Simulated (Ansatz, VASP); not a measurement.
# Two plane-wave programs on CSe2

```
CELL_PARAMETERS angstrom
3.56977 -2.99478 0.00000
3.56977 2.99478 0.00000
0.00000 0.00000 9.46265
ATOMIC_POSITIONS crystal
Se 0.21242 0.78758 0.87938
Se 0.78758 0.21242 0.12061
Se 0.28758 0.71242 0.37833
Se 0.71242 0.28758 0.62062
C 0.00000 0.00000 0.00000
C 0.50000 0.50000 0.50000
```

Alike in both runs: task single point; functional r2SCAN; k mesh 6 × 6 × 3; occupations gaussian, width 0.02 eV; no spin polarisation.

|  | VASP | Ansatz |
| --- | --- | --- |
| version | VASP 6.6.1 | Ansatz 0.2.0 |
| potentials or method | VASP PAW PBE potentials, release 64 (Se, C), cutoff 520 eV | scalar-relativistic, plane waves, PAW |
| valence electrons in the cell | 32 | 72 |

Ansatz gave:

```
rms of the force components (eV/Å) : 0.339
```

Problem. What did VASP give for the same quantities?

Solution. rms of the force components (eV/Å): 0.287.

VASP's potentials were made for PBE, not for r2SCAN. Atom by atom the forces differ by 0.054 eV/Å (rms over components). VASP's potentials hold 32 valence electrons a cell and Ansatz's 72, so a difference there can come from the potentials and not from the codes.
